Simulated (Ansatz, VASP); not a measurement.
## One calculation of SiC, two programs

```
CELL_PARAMETERS angstrom
3.05639 0.00000 0.00000
-1.52820 2.64691 0.00000
0.00000 0.00000 5.01598
ATOMIC_POSITIONS crystal
Si 0.00000 0.00000 0.99959
Si 0.33333 0.66667 0.49959
C 0.00000 0.00000 0.37541
C 0.33333 0.66667 0.87541
```

Alike in both runs: functional LDA; k mesh 12 × 12 × 6; no spin polarisation.

Ansatz relaxed the structure, and its values are those at the end. VASP's run is a single point on that final structure, the one shown.

```csv
,VASP,Ansatz
version,VASP 6.6.1,Ansatz 0.2.0
potentials or method,"VASP PAW LDA potentials, release 64 (Si, C), cutoff 520 eV","scalar-relativistic, plane waves, PAW"
occupations,"gaussian, width 0.01 eV",fixed
valence electrons in the cell,16,16
```

Ansatz gave:

- gap on the k mesh at the Fermi level (eV): 2.13
- least direct gap on the mesh (eV): 3.92
- pressure (GPa): 0.0

**Question.** Which values does VASP return?

**Answer.** gap on the k mesh at the Fermi level (eV): 2.12; least direct gap on the mesh (eV): 3.91; pressure (GPa): 0.4.

LDA's correlation is that of Perdew and Zunger in VASP and of Perdew and Wang (1992) in Ansatz.
